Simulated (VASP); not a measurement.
Ga17N18 (a cell with a defect): single point with PBE

Ga17N18 (a cell with a defect):

```xyz
35
Lattice="0.0000 -5.5745 5.2430 4.8276 2.7872 5.2430 -4.8276 2.7872 5.2430" Properties=species:S:1:pos:R:3 pbc="T T T"
Ga    0.0005   -1.8584    7.9127
Ga    1.6501   -0.9632    5.2257
Ga    1.5592   -0.9474   10.4687
Ga   -0.0091    1.9107    5.2257
Ga   -0.0409    1.8240   10.4687
Ga    0.0500   -3.7347    5.2257
Ga    3.2184    1.8582    5.1505
Ga   -1.6092   -0.9291    5.2341
Ga   -3.2093    1.9107    5.2257
Ga   -1.6092    0.9296    7.9127
Ga    3.2184   -1.8897    7.8717
Ga    1.6365    0.9448    2.6287
Ga    1.6035    0.9258    7.8369
Ga   -3.2189   -1.8584    7.9127
Ga   -0.0273    3.7321    7.8717
Ga    0.0058   -1.8615    2.5939
Ga   -1.6092    0.9357    2.5939
N    -1.6092   -0.9291    7.1951
N    -3.2216    1.8602    7.2047
N     1.6126   -0.9274    7.2047
N     0.0002   -3.7201    7.2047
N     0.0032    1.8602    7.2047
N    -0.0034    1.8599   12.4478
N    -1.6092   -0.9291   12.6845
N     3.2184    1.8582    7.1886
N     1.6090   -0.9329   12.4478
N     0.1154   -1.9248    9.7816
N    -1.6092    1.0623    9.7816
N     3.2184   -1.8105    9.8753
N     1.5679    0.9053    4.6323
N     1.6135    0.9316    9.8204
N    -3.3338   -1.9248    9.7816
N     0.0413    3.6925    9.8753
N    -0.0043   -1.8557    4.5774
N    -1.6092    0.9241    4.5774
```

This cell differs from its parent crystal: atoms taken out, then relaxed in part.

| Property | Result |
| --- | --- |
| Program | VASP 6.6.1 |
| Task | single point |
| Functional | PBE |
| Potentials or basis | VASP PAW PBE potentials, release 64 (Ga_d, N) |
| Cutoff | 520 eV |
| k mesh | 2 × 2 × 2, shifted |
| Occupations | gaussian, width 0.02 eV |
| Spin | no spin polarisation |
| Dipole correction | no |
| Charge | -3 |
| Further INCAR settings | LREAL = Auto; ALGO = Normal; EDIFF = 1e-06; NBANDS = 178; NELECT = 314.0 |

The largest force is 0.032 eV/Å.

Forces on the atoms (eV/Å):
```
Ga   0.000  0.000  0.032
Ga   0.028 -0.008 -0.005
Ga  -0.021 -0.020 -0.005
Ga   0.007  0.028 -0.005
Ga  -0.028 -0.008 -0.005
Ga   0.021 -0.020 -0.005
Ga   0.000  0.000 -0.001
Ga   0.000  0.000 -0.002
Ga  -0.007  0.028 -0.005
Ga   0.000  0.000  0.032
Ga   0.000 -0.022 -0.018
Ga   0.019  0.011 -0.018
Ga  -0.005 -0.003 -0.001
Ga   0.000  0.000  0.032
Ga  -0.019  0.011 -0.018
Ga   0.005 -0.003 -0.001
Ga   0.000  0.006 -0.001
N    0.000  0.000 -0.008
N   -0.005 -0.006 -0.008
N   -0.002  0.007 -0.008
N   -0.008 -0.002 -0.008
N    0.005 -0.006 -0.008
N    0.002  0.007 -0.008
N    0.000  0.000  0.028
N    0.000  0.000  0.001
N    0.008 -0.002 -0.008
N    0.006 -0.003 -0.001
N    0.000  0.006 -0.001
N    0.000  0.011  0.003
N   -0.009 -0.005  0.003
N    0.007  0.004  0.003
N   -0.006 -0.003 -0.001
N    0.009 -0.005  0.003
N   -0.007  0.004  0.003
N    0.000 -0.008  0.003
```

Levels at points of the mesh, in eV from the Fermi level:
```
           k point  band 155  band 156  band 157  band 158  band 159  band 160
(0.25, 0.25, 0.25)     -0.65     -0.15     -0.15      2.05      3.21      3.52
```

Run time: 5.3 min on 1 thread of Intel(R) Xeon(R) 6975P-C (Granite Rapids) (shared host), peak memory 0.52 GiB.

Caveat: the cell carries a net charge on a neutralising background, which shifts energy and pressure; the cell differs from its parent crystal (atoms taken out, then relaxed in part); the cell is charged against a uniform background, so pressure and absolute levels hang on convention.
